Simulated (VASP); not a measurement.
# Pb (Fm-3m) in VASP: single point with PBE

Aim: the single point of Pb with PBE.

Everything below comes from runs of VASP 6.6.1. Logs are shortened: lines on timing, memory, paths and dates and some standing lists are left out, and cuts for length are marked.

## Step 1: The cell of the first run

Symmetry: Fm-3m, No. 225, cubic system. Conventional cell: a = 4.840 Å, b = 4.840 Å, c = 4.840 Å, α = 90.00°, β = 90.00°, γ = 90.00°. Pb (site symmetry m-3m) has 12 Pb at 3.42 Å within 4.5 Å.

## Step 2: Single point, PBE (Ge replaced by Pb, lengths x 1.130, strained)

INCAR

```
SYSTEM = Pb
PREC = Accurate
ENCUT = 520
EDIFF = 1E-6
ISMEAR = 0
SIGMA = 0.1
LREAL = .False.
LASPH = .True.
NELM = 80
ALGO = Normal
ISIF = 2
LWAVE = .False.
LCHARG = .True.
GGA = PE
LELF = .True.
LVHAR = .True.
NBANDS = 13
```

KPOINTS

```
Automatic mesh
0
Gamma
  16 16 16
  0 0 0
```

POSCAR

```
Pb
1.0
    0.0000000000      2.4200641640      2.4200641640
    2.4200641640      0.0000000000      2.4200641640
    2.4200641640      2.4200641640      0.0000000000
Pb
1
Direct
    0.0000000000      0.0000000000      0.0000000000
```

Potentials or basis: VASP PAW PBE potentials, release 64 (Pb_d).

Started as:

```sh
cat potpaw_PBE.64/Pb_d/POTCAR > POTCAR
mpirun -np 1 vasp_std > vasp.out
```

OUTCAR:

```text
SYSTEM = Pb
   PREC = Accurate
   ENCUT = 520
   EDIFF = 1E-6
   ISMEAR = 0
   LREAL = .False.
   LASPH = .True.
   NELM = 80
   ISIF = 2
   GGA = PE

 ion  position               nearest neighbor table
   1  0.000  0.000  0.000-

  LATTYP: Found a face centered cubic cell.
 ALAT       =     4.8401283280

  Lattice vectors:

 A1 = (   0.0000000000,   2.4200641640,   2.4200641640)
 A2 = (   2.4200641640,   0.0000000000,   2.4200641640)
 A3 = (   2.4200641640,   2.4200641640,   0.0000000000)

Analysis of symmetry for initial positions (statically):
=====================================================================
 Subroutine PRICEL returns:
 Original cell was already a primitive cell.

 Routine SETGRP: Setting up the symmetry group for a
 face centered cubic supercell.

 Subroutine GETGRP returns: Found 48 space group operations
 (whereof 48 operations were pure point group operations)
 out of a pool of 48 trial point group operations.

The static configuration has the point symmetry O_h .

Analysis of symmetry for dynamics (positions and initial velocities):
=====================================================================
 Subroutine PRICEL returns:
 Original cell was already a primitive cell.

 Routine SETGRP: Setting up the symmetry group for a
 face centered cubic supercell.

 Subroutine GETGRP returns: Found 48 space group operations
 (whereof 48 operations were pure point group operations)
 out of a pool of 48 trial point group operations.

The dynamic configuration has the point symmetry O_h .

 Subroutine INISYM returns: Found 48 space group operations
 (whereof 48 operations are pure point group operations),
 and found     1 'primitive' translations

----------------------------------------------------------------------------------------

                                     Primitive cell

  volume of cell :      28.3472

  direct lattice vectors                    reciprocal lattice vectors
     0.000000000  2.420064164  2.420064164    -0.206606092  0.206606092  0.206606092
     2.420064164  0.000000000  2.420064164     0.206606092 -0.206606092  0.206606092
     2.420064164  2.420064164  0.000000000     0.206606092  0.206606092 -0.206606092

  length of vectors
     3.422487563  3.422487563  3.422487563     0.357852249  0.357852249  0.357852249

  position of ions in fractional coordinates (direct lattice)
     0.000000000  0.000000000  0.000000000

  ion indices of the primitive-cell ions
   primitive index   ion index
                 1           1

[... 82 lines left out ...]
   NELECT =      14.0000    total number of electrons
   NUPDOWN=      -1.0000    fix difference up-down
   EMIN   =  10.00;   EMAX   =-10.00  energy-range for DOS
   EFERMI =   0.00;   METHOD = LEGACY
   ISMEAR =     0;   SIGMA  =   0.10  broadening in eV -4-tet -1-fermi 0-gaus
   EFERMI_NEDOS =   21; number of points for ismear=-14 and -15
   IALGO  =     38    algorithm
   IMIX   =      4    mixing-type and parameters
     AMIX     =   0.40;   BMIX     =  1.00
     AMIX_MAG =   1.60;   BMIX_MAG =  1.00
  volume/ion in A,a.u.               =      28.35       191.30
  Fermi-wavevector in a.u.,A,eV,Ry     =   1.294039  2.445379 22.783451  1.674536
  Thomas-Fermi vector in A             =   2.425647
   LORBIT       =      0    0 simple, 1 ext, 2 COOP (PROOUT), +10 PAW based schemes
   GGA     = PE    functional components
   LHFCALC =     F    Hartree Fock is set to
   AEXX    =    0.0000 exact exchange contribution
   IVDW    =     0    specifies the selected vdW correction
   LEPSILON=     F    determine dielectric tensor
   LRPA    =     F    only Hartree local field effects (RPA)
 non-spin polarized calculation
 Gauss-broadening in eV      SIGMA  =   0.10
  energy-cutoff  :      520.00
  volume of cell :       28.35
 maximum number of plane-waves:       778
 NGX is ok and might be reduce to    28
   NGX = 13   NGY = 13   NGZ = 13

 number of electron      14.0000001 magnetization

 Free energy of the ion-electron system (eV)
  ---------------------------------------------------
  ext. energy  EPLUGINS =         0.00000000
  ---------------------------------------------------
  free energy    TOTEN  =        -3.50246836 eV

  energy without entropy =       -3.50050255  energy(sigma->0) =       -3.50148546

 E-fermi :   8.1249     XC(G=0): -10.5126

 val. band max:        8.0793757024   @ k =  -0.4375   0.3750   0.1875
 cond. band min:       8.1859320982   @ k =  -0.3750   0.2500   0.0000
 fundamental gap:      0.1065563958
 Fermi energy:         8.1249473614

 k-point     1 :       0.0000    0.0000    0.0000
  band No.  band energies     occupation
      1      -9.0672      2.00000
      2      -9.0672      2.00000
      3      -9.0672      2.00000
      4      -8.8952      2.00000
      5      -8.8952      2.00000
      6      -4.1686      2.00000
      7      16.0244      0.00000
      8      16.0244      0.00000
      9      16.0244      0.00000
     10      17.8588      0.00000
     11      20.2698      0.00000
     12      21.0615      0.00000
     13      21.0615      0.00000
[... 354 lines left out ...]
  band No.  band energies     occupation
      1      -9.0711      2.00000
      2      -9.0517      2.00000
      3      -9.0444      2.00000
      4      -8.9038      2.00000
      5      -8.8890      2.00000
      6      -3.9534      2.00000
      7      14.1289      0.00000
      8      14.9372      0.00000
      9      16.1346      0.00000
     10      17.7496      0.00000
     11      20.6808      0.00000
     12      21.1378      0.00000
     13      21.8323      0.00000

 [... further k-points ...]

------------------------ aborting loop because EDIFF is reached ----------------------------------------

  FORCE on cell =-STRESS in cart. coord.  units (eV):
  Direction    XX          YY          ZZ          XY          YZ          ZX
  --------------------------------------------------------------------------------------
  -------------------------------------------------------------------------------------
  Total        1.1238090      1.1238090      1.1238090     -0.0000000      0.0000000     -0.0000000
  in kB       63.5173605     63.5173605     63.5173605     -0.0000000      0.0000000     -0.0000000
  external PRESSURE =      63.5173605 kB  Pullay stress =       0.0000000 kB

 VOLUME and BASIS-vectors are now :
 -----------------------------------------------------------------------------
  energy-cutoff  :      520.00
  volume of cell :       28.35
      direct lattice vectors                 reciprocal lattice vectors
     0.000000000  2.420064164  2.420064164    -0.206606092  0.206606092  0.206606092
     2.420064164  0.000000000  2.420064164     0.206606092 -0.206606092  0.206606092
     2.420064164  2.420064164  0.000000000     0.206606092  0.206606092 -0.206606092

 POSITION                                       TOTAL-FORCE (eV/Angst)
 -----------------------------------------------------------------------------------
      0.00000      0.00000      0.00000         0.000000      0.000000     -0.000000
 -----------------------------------------------------------------------------------
    total drift:                               -0.000000     -0.000000     -0.000000

  FREE ENERGIE OF THE ION-ELECTRON SYSTEM (eV)
  ---------------------------------------------------
  free  energy   TOTEN  =        -3.5024683593 eV

  energy  without entropy=       -3.5005025550  energy(sigma->0) =       -3.50148546
```

stdout:

```text
POSCAR found type information on POSCAR Pb
 POSCAR found :  1 types and       1 ions
 scaLAPACK will be used
 LDA part: xc-table for (Slater+PW92), standard interpolation
 POSCAR, INCAR and KPOINTS ok, starting setup
 FFT: planning ... GRIDC
 FFT: planning ... GRID_SOFT
 FFT: planning ... GRID
 WAVECAR not read
 entering main loop
```

It took 24 s on 1 thread of Intel Xeon 6975P-C, shared host; peak memory 0.19 GiB.

Results:

```
Free energy            : -3.5025 eV
Pressure               : 6.4 GPa
Band gap on the k mesh : zero (band 7 reaches 16.02 eV, above the bottom of band 8 at 6.22 eV)
```

Caveat: the cell differs from its parent crystal (Ge replaced by Pb, lengths x 1.130, strained); spin-orbit coupling is left out, which moves the levels of the heavy elements.
